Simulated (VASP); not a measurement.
A run of VASP 6.6.1 is set up as follows.

Contents of INCAR:

```
  PREC = Accurate
  ENCUT = 520
  EDIFF = 1E-6
  ISMEAR = -1
  SIGMA = 0.1
  LREAL = False
  LASPH = True
  NELM = 60
  ALGO = Normal
  ISIF = 2
  LWAVE = False
  LCHARG = False
  GGA = PE
  NBANDS = 20
```

Contents of KPOINTS:

```
Automatic mesh
0
Gamma
  15 15 15
```

The input POSCAR:

```
Ga
1.0
    0.0000000000      3.0538113375      3.0538113375
    3.0538113375      0.0000000000      3.0538113375
    3.0538113375      3.0538113375      0.0000000000
Ga
2
Direct
    0.1250000000      0.1250000000      0.1250000000
    0.8750000000      0.8750000000      0.8750000000
```

Potentials or basis: VASP PAW PBE potentials, release 64 (Ga_d).

Command:

```sh
$ cat potpaw_PBE.64/Ga_d/POTCAR > POTCAR
$ mpirun -np 1 vasp_std > vasp.out
```

Problem. Predict the pressure.

Solution. -2.8 GPa.

Problem. Estimate the band gap on the k mesh.

Solution. Zero (bands 13 and 14 overlap by 3.40 eV).
